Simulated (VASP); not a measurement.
A run of VASP 6.6.1:

POSCAR

```
MgI2
1.0
    4.1400000000      0.0000000000      0.0000000000
   -2.0700000000      3.5853451717      0.0000000000
    0.0000000000      0.0000000000      6.8800000000
I Mg
2 1
Direct
    0.6666666667      0.3333333333      0.7500000000
    0.3333333333      0.6666666667      0.2500000000
    0.0000000000      0.0000000000      0.0000000000
```

The input INCAR.step1:

```
ALGO = Normal
EDIFF = 1E-5
ENCUT = 520
GGA = PE
ISIF = 2
ISMEAR = -1
LASPH = T
LCHARG = F
LREAL = F
LWAVE = T
NBANDS = 15
NELM = 100
PREC = Accurate
SIGMA = 0.05
```

INCAR.step2

```
AEXX = 0.25
ALGO = Normal
EDIFF = 1E-7
ENCUT = 520
GGA = PE
HFSCREEN = 0.2
ISIF = 2
ISMEAR = -1
ISTART = 1
LASPH = T
LCHARG = F
LHFCALC = T
LREAL = F
LWAVE = F
NBANDS = 15
NELM = 100
PREC = Accurate
PRECFOCK = Normal
SIGMA = 0.05
```

File KPOINTS:

```
k-points
0
Gamma
  4 4 2
```

Potentials or basis: VASP PAW PBE potentials, release 64 (I, Mg).

Run with:

```console
$ cat potpaw_PBE.64/I/POTCAR potpaw_PBE.64/Mg/POTCAR > POTCAR
$ cp INCAR.step1 INCAR
$ mpirun -np 1 vasp_std > vasp.out
$ cp INCAR.step2 INCAR
$ mpirun -np 1 vasp_std > vasp.out
```

Hardware: 1 thread of Intel Xeon 8259CL, on a shared host.

Q: Estimate the wall time of this run.

A: Run time: 8.3 min on 1 thread of Intel Xeon 8259CL, on a shared host, peak memory 0.34 GiB. Counts: k points 8.
